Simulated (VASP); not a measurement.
# NiO (Fm-3m) in VASP: notebook

NiO is run at these levels: PBE+U; tasks: single point.

All numbers are computed with VASP 6.6.1; they aren't measurements. Logs are shortened: lines on timing, memory, paths and dates and some standing lists are left out, and cuts for length are marked.

**1. The cell of the first run**

Symmetry: Fm-3m, No. 225, cubic system. Conventional cell: a = 4.268 Å, b = 4.268 Å, c = 4.268 Å, α = 90.00°, β = 90.00°, γ = 90.00°. Within 2.8 Å of Ni (site symmetry m-3m) lie 6 O at 2.13 Å. Within 2.8 Å of O (site symmetry m-3m) lie 6 Ni at 2.13 Å.

**2. Single point, PBE+U**

File INCAR:

```
  ALGO = Normal
  EDIFF = 1E-6
  ENCUT = 520
  GGA = PE
  ISIF = 2
  ISMEAR = 0
  LASPH = T
  LCHARG = F
  LDAU = T
  LDAUJ = 0 0
  LDAUL = 2 -1
  LDAUPRINT = 1
  LDAUTYPE = 2
  LDAUU = 6.2 0
  LMAXMIX = 4
  LREAL = F
  LWAVE = F
  NBANDS = 15
  NELM = 150
  PREC = Accurate
  SIGMA = 0.05
```

File KPOINTS:

```
k-points
0
Gamma
  10 10 10
```

File POSCAR:

```
NiO
1.0
    0.0000000000      2.1338354365      2.1338354365
    2.1338354365      0.0000000000      2.1338354365
    2.1338354365      2.1338354365      0.0000000000
Ni O
1 1
Direct
    0.0000000000      0.0000000000      0.0000000000
    0.5000000000      0.5000000000      0.5000000000
```

Potentials or basis: VASP PAW PBE potentials, release 64 (Ni, O).

Started as:

```
$ cat potpaw_PBE.64/Ni/POTCAR potpaw_PBE.64/O/POTCAR > POTCAR
$ mpirun -np 1 vasp_std > vasp.out
```

OUTCAR:

```text
EDIFF = 1E-6
   ENCUT = 520
   GGA = PE
   ISIF = 2
   ISMEAR = 0
   LASPH = T
   LREAL = F
   NELM = 150
   PREC = Accurate

 ion  position               nearest neighbor table
   1  0.000  0.000  0.000-   2 2.13   2 2.13   2 2.13   2 2.13   2 2.13   2 2.13
   2  0.500  0.500  0.500-   1 2.13   1 2.13   1 2.13   1 2.13   1 2.13   1 2.13

  LATTYP: Found a face centered cubic cell.
 ALAT       =     4.2676708730

  Lattice vectors:

 A1 = (   0.0000000000,   2.1338354365,   2.1338354365)
 A2 = (   2.1338354365,   0.0000000000,   2.1338354365)
 A3 = (   2.1338354365,   2.1338354365,   0.0000000000)

Analysis of symmetry for initial positions (statically):
=====================================================================
 Subroutine PRICEL returns:
 Original cell was already a primitive cell.

 Routine SETGRP: Setting up the symmetry group for a
 face centered cubic supercell.

 Subroutine GETGRP returns: Found 48 space group operations
 (whereof 48 operations were pure point group operations)
 out of a pool of 48 trial point group operations.

The static configuration has the point symmetry O_h .

Analysis of symmetry for dynamics (positions and initial velocities):
=====================================================================
 Subroutine PRICEL returns:
 Original cell was already a primitive cell.

 Routine SETGRP: Setting up the symmetry group for a
 face centered cubic supercell.

 Subroutine GETGRP returns: Found 48 space group operations
 (whereof 48 operations were pure point group operations)
 out of a pool of 48 trial point group operations.

The dynamic configuration has the point symmetry O_h .

 Subroutine INISYM returns: Found 48 space group operations
 (whereof 48 operations are pure point group operations),
 and found     1 'primitive' translations

----------------------------------------------------------------------------------------

                                     Primitive cell

  volume of cell :      19.4318

  direct lattice vectors                    reciprocal lattice vectors
[... 148 lines left out ...]
 -0.0000 -0.0000 -0.0000 -0.0000  0.6648

 occupancies and eigenvectors

  o =  0.6648  v =  0.0000 -0.0000 -0.0912  0.0000  0.9958  0.0000  0.0000  0.0000  0.0000  0.0000      0.0000  0.0000  0.0000  0.0000  0.0000  0.0000  0.0000  0.0000  0.0000  0.0000
  o =  0.6648  v =  0.0000  0.0000  0.0000  0.0000  0.0000  0.0000 -0.0000 -0.0912  0.0000  0.9958      0.0000  0.0000  0.0000  0.0000  0.0000  0.0000  0.0000  0.0000  0.0000  0.0000
  o =  0.6648  v =  0.0000 -0.0000 -0.9958 -0.0000 -0.0912  0.0000  0.0000  0.0000  0.0000  0.0000      0.0000  0.0000  0.0000  0.0000  0.0000  0.0000  0.0000  0.0000  0.0000  0.0000
  o =  0.6648  v =  0.0000  0.0000  0.0000  0.0000  0.0000  0.0000 -0.0000 -0.9958 -0.0000 -0.0912      0.0000  0.0000  0.0000  0.0000  0.0000  0.0000  0.0000  0.0000  0.0000  0.0000
  o =  0.9752  v =  0.0000  0.0000  0.0000  0.0000  0.0000  0.0000  0.0337  0.0000  0.9994 -0.0000      0.0000  0.0000  0.0000  0.0000  0.0000  0.0000  0.0000  0.0000  0.0000  0.0000
  o =  0.9752  v =  0.0000  0.0337  0.0000  0.9994 -0.0000  0.0000  0.0000  0.0000  0.0000  0.0000      0.0000  0.0000  0.0000  0.0000  0.0000  0.0000  0.0000  0.0000  0.0000  0.0000
  o =  0.9752  v =  0.0000 -0.9994  0.0000  0.0337 -0.0000  0.0000  0.0000  0.0000  0.0000  0.0000      0.0000  0.0000  0.0000  0.0000  0.0000  0.0000  0.0000  0.0000  0.0000  0.0000
  o =  0.9752  v =  0.0000  0.0000  0.0000  0.0000  0.0000  0.0000 -0.9994  0.0000  0.0337 -0.0000      0.0000  0.0000  0.0000  0.0000  0.0000  0.0000  0.0000  0.0000  0.0000  0.0000
  o =  0.9752  v =  1.0000  0.0000  0.0000  0.0000  0.0000  0.0000  0.0000  0.0000  0.0000  0.0000      0.0000  0.0000  0.0000  0.0000  0.0000  0.0000  0.0000  0.0000  0.0000  0.0000
  o =  0.9752  v =  0.0000  0.0000  0.0000  0.0000  0.0000  1.0000  0.0000  0.0000  0.0000  0.0000      0.0000  0.0000  0.0000  0.0000  0.0000  0.0000  0.0000  0.0000  0.0000  0.0000

 number of electron      16.0000009 magnetization

 Free energy of the ion-electron system (eV)
  ---------------------------------------------------
  ext. energy  EPLUGINS =         0.00000000
  ---------------------------------------------------
  free energy    TOTEN  =        -7.88460820 eV

  energy without entropy =       -7.88270098  energy(sigma->0) =       -7.88365459

 E-fermi :   6.3793     XC(G=0): -12.2433

 val. band max:        6.3693015823   @ k =  -0.4000   0.4000   0.1000
 cond. band min:       6.4009810093   @ k =   0.3000   0.2000   0.0000
 fundamental gap:      0.0316794270
 Fermi energy:         6.3793362004

 k-point     1 :       0.0000    0.0000    0.0000
  band No.  band energies     occupation
      1     -13.1030      2.00000
      2       2.8726      2.00000
      3       2.8726      2.00000
      4       2.8726      2.00000
      5       3.8728      2.00000
      6       3.8728      2.00000
      7       3.8729      2.00000
      8       4.9748      2.00000
      9       4.9749      2.00000
     10       8.2881      0.00000
     11      23.8956      0.00000
     12      23.8956      0.00000
     13      23.8956      0.00000
     14      24.6787      0.00000
[... 401 lines left out ...]
      2       0.2883      2.00000
      3       1.8645      2.00000
      4       2.3465      2.00000
      5       2.8216      2.00000
      6       4.0028      2.00000
      7       4.0712      2.00000
      8       5.5651      2.00000
      9       6.2199      1.99999
     10      13.2515      0.00000
     11      17.5035      0.00000
     12      18.1516      0.00000
     13      22.6194      0.00000
     14      23.1904      0.00000
     15      33.8229      0.00000

 [... further k-points ...]
[... 5 lines left out ...]
  --------------------------------------------------------------------------------------
  -------------------------------------------------------------------------------------
  Total       -2.4415674     -2.4415674     -2.4415674      0.0000000      0.0000000     -0.0000000
  in kB     -201.3105506   -201.3105506   -201.3105506      0.0000000      0.0000000     -0.0000000
  external PRESSURE =    -201.3105506 kB  Pullay stress =       0.0000000 kB

 VOLUME and BASIS-vectors are now :
 -----------------------------------------------------------------------------
  energy-cutoff  :      520.00
  volume of cell :       19.43
      direct lattice vectors                 reciprocal lattice vectors
     0.000000000  2.133835437  2.133835437    -0.234319850  0.234319850  0.234319850
     2.133835437  0.000000000  2.133835437     0.234319850 -0.234319850  0.234319850
     2.133835437  2.133835437  0.000000000     0.234319850  0.234319850 -0.234319850

 POSITION                                       TOTAL-FORCE (eV/Angst)
 -----------------------------------------------------------------------------------
      0.00000      0.00000      0.00000         0.000000     -0.000000      0.000000
      2.13384      2.13384      2.13384         0.000000      0.000000      0.000000
 -----------------------------------------------------------------------------------
    total drift:                                0.000000     -0.000000     -0.000000

  FREE ENERGIE OF THE ION-ELECTRON SYSTEM (eV)
  ---------------------------------------------------
  free  energy   TOTEN  =        -7.8846081975 eV

  energy  without entropy=       -7.8827009841  energy(sigma->0) =       -7.88365459
```

stdout:

```text
POSCAR found type information on POSCAR NiO
 POSCAR found :  2 types and       2 ions
 scaLAPACK will be used
 LDA part: xc-table for (Slater+PW92), standard interpolation
 POSCAR, INCAR and KPOINTS ok, starting setup
 FFT: planning ... GRIDC
 FFT: planning ... GRID_SOFT
 FFT: planning ... GRID
 WAVECAR not read
 entering main loop
```

It took 8.5 s on 1 thread of Intel Xeon Platinum 8488C (Sapphire Rapids), shared host; peak memory 0.14 GiB.

Results:

```yaml
Free_energy: -7.8846 eV
Pressure: -20.1 GPa
Band_gap_on_the_k_mesh: zero (band 8 reaches 7.64 eV, above the bottom of band 9 at 4.97 eV)
```

Eigenvalues of the final occupation matrices:
| site | spin | trace | eigenvalues |
| --- | --- | --- | --- |
| site 1 d | 1 | 4.26 | 0.66 0.66 0.98 0.98 0.98 |
| site 1 d | 2 | 4.26 | 0.66 0.66 0.98 0.98 0.98 |

Caveat: the run has no spin polarisation, though such a crystal can be magnetic; U without spin polarisation on a metal has little footing. Spin polarisation is off, so any magnetic state and its effect on volume and gap are missing.

**3. Single point, PBE+U**

INCAR: that of step 2 with these lines changed.

```diff
@@ -2,4 +2,5 @@
   EDIFF = 1E-6
-  ENCUT = 520
+  ENCUT = 600
   GGA = PE
+  GGA_COMPAT = F
   ISIF = 2
@@ -17,4 +18,4 @@
   LWAVE = F
-  NBANDS = 15
-  NELM = 150
+  NBANDS = 19
+  NELM = 200
   PREC = Accurate
```

KPOINTS is that of step 2.

POSCAR is that of step 2.

Potentials or basis: VASP PAW PBE potentials, release 64 (Ni_sv_GW, O).

Started as:

```
$ cat potpaw_PBE.64/Ni_sv_GW/POTCAR potpaw_PBE.64/O/POTCAR > POTCAR
$ mpirun -np 1 vasp_std > vasp.out
```

Wall time 23 s (1 thread of AMD EPYC 7R13 (Zen 3), shared host); peak memory 0.13 GiB.

It converged, with:

```yaml
Free_energy: -7.8683 eV
Pressure: -15.3 GPa
Band_gap_on_the_k_mesh: zero (band 12 reaches 7.26 eV, above the bottom of band 13 at 4.70 eV)
```

Levels at points of the mesh, in eV from the Fermi level:
```tsv
k point	band 8	band 9	band 10	band 11	band 12	band 13	band 14	band 15	band 16	band 17
(0.00, 0.00, 0.00)	-3.43	-2.84	-2.84	-2.84	-1.32	-1.32	1.41	17.67	18.17	18.17
(0.50, 0.00, 0.00)	-5.09	-2.63	-2.63	-2.20	1.24	1.24	5.64	9.52	13.94	13.94
(0.50, 0.50, 0.00)	-4.01	-4.01	-2.57	-2.57	-0.96	-0.55	6.19	10.23	11.76	16.14
```

Eigenvalues of the final occupation matrices:
```
    site  spin  trace               eigenvalues
site 1 d     1   3.97  0.60 0.60 0.93 0.93 0.93
site 1 d     2   3.97  0.60 0.60 0.93 0.93 0.93
```

Caveat: the run has no spin polarisation, though such a crystal can be magnetic; U without spin polarisation on a metal has little footing. Spin polarisation is off, so any magnetic state and its effect on volume and gap are missing.
